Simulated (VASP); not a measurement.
Set up this calculation in VASP 6.6.1, as the native input.

```yaml
Task: single point
Functional: PBEsol
Potentials_or_basis: VASP PAW PBE potentials, release 64 (Ta_pv, N)
Cutoff: 520 eV
k_mesh: 9 × 9 × 8
Occupations: methfessel-paxton, width 0.1 eV
Spin: no spin polarisation
Dipole_correction: no
Further_INCAR_settings: ALGO = Normal; EDIFF = 1e-06; NBANDS = 15
```

The structure of TaN lies in POSCAR:

```
TaN
1.0
    2.9893291292      0.0000000000      0.0000000000
   -1.4946645646      2.5888353362      0.0000000000
    0.0000000000      0.0000000000      2.9333682367
Ta N
1 1
Direct
    0.3333333333      0.6666666667      0.5000000000
    0.0000000000      0.0000000000      0.0000000000
```

These files were run (other wordings do the same):

INCAR

```
PREC = Accurate ; ENCUT = 520
EDIFF = 1E-6 ; ISMEAR = 1
SIGMA = 0.1 ; LREAL = F
LASPH = T ; NELM = 100
ALGO = Normal ; ISIF = 2
LWAVE = F ; LCHARG = F
GGA = PS ; NBANDS = 15
```

KPOINTS

```
regular mesh
0
Gamma
  9 9 8
```

Potentials or basis: VASP PAW PBE potentials, release 64 (Ta_pv, N).

Command:

```bash
$ cat potpaw_PBE.64/Ta_pv/POTCAR potpaw_PBE.64/N/POTCAR > POTCAR
$ mpirun -np 1 vasp_std > vasp.out
```

It gave:

The pressure is -20.2 GPa and the band gap on the k mesh is zero (band 8 reaches 7.69 eV, above the bottom of band 9 at 7.46 eV).

Caveat: the PAW data sets were made with another functional, which shifts forces and pressure a little; spin-orbit coupling is left out, which moves the levels of the heavy elements.

Run time: 26 s on 1 thread of Intel Xeon 8259CL, on a shared host, peak memory 0.15 GiB.
